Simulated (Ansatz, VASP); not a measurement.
## Two plane-wave programs on Fe

The input INCAR:

```
PREC = Accurate
ENCUT = 600
EDIFF = 1E-7
ISMEAR = 0
SIGMA = 0.1
LREAL = False
LASPH = True
NELM = 150
ALGO = Normal
ISIF = 3
LWAVE = False
LCHARG = False
ISPIN = 2
MAGMOM = 3.01
LORBIT = 11
LMAXMIX = 4
GGA = PE
IBRION = 2
NSW = 100
EDIFFG = -0.01
```

KPOINTS

```
Automatic mesh
0
Gamma
  26 26 26
```

The input POSCAR:

```
Fe
1.0
    0.0000000000      1.8277755852      1.8277755852
    1.8277755852      0.0000000000      1.8277755852
    1.8277755852      1.8277755852      0.0000000000
Fe
1
Direct
    0.0000000000      0.0000000000      0.0000000000
```

Input for Ansatz:

```yaml
crystal:
  lattice:
    - [0.0, 1.8277755852, 1.8277755852]
    - [1.8277755852, 0.0, 1.8277755852]
    - [1.8277755852, 1.8277755852, 0.0]
  atoms:
    - { symbol: Fe, position: [0.0, 0.0, 0.0], spin: 3.01 }
basis:
  ecutwfc: 420
kpoints:
  mp_grid: { grid: [26, 26, 26] }
hamiltonian:
  xc: pbe
scf:
  occupations: { method: gaussian, width: 0.1 }
output:
  forces: true
  stress: true
  eigenvalues: true
  populations: true
magnetization:
  spin_polarized: true
relax:
  adjacent_minimum: "off"
  f_tol: 0.01
  max_steps: 80
  cell: { stress_tol: 0.05 }
```

Alike in both runs: task relaxation of cell and atoms; functional PBE; k mesh 26 × 26 × 26; occupations gaussian, width 0.1 eV; collinear spin.

```csv
,VASP,Ansatz
version,VASP 6.6.1,Ansatz 0.2.0
potentials or method,"VASP PAW PBE potentials, release 64 (Fe), cutoff 600 eV","scalar-relativistic, plane waves, PAW"
valence electrons in the cell,8,16
```

```csv
,VASP,Ansatz,Ansatz less VASP
"gap on the k mesh at the Fermi level, each at its own relaxed structure (eV)",none,none,-
net moment per atom (μB),2.57,2.57,+0.001
size of the moment on the site where the two differ most (μB),2.57,2.62,+0.048
relaxed volume (Å³/atom),11.99,12.01,+0.021
relaxed cell length with the largest relative difference (Å),2.569,2.571,+0.0015
```

Site moments also hang on the region over which each program counts them. A gap of «none» marks a metal or a gap that the smearing closes. VASP's potentials hold 8 valence electrons a cell and Ansatz's 16, so a difference there can come from the potentials and not from the codes.
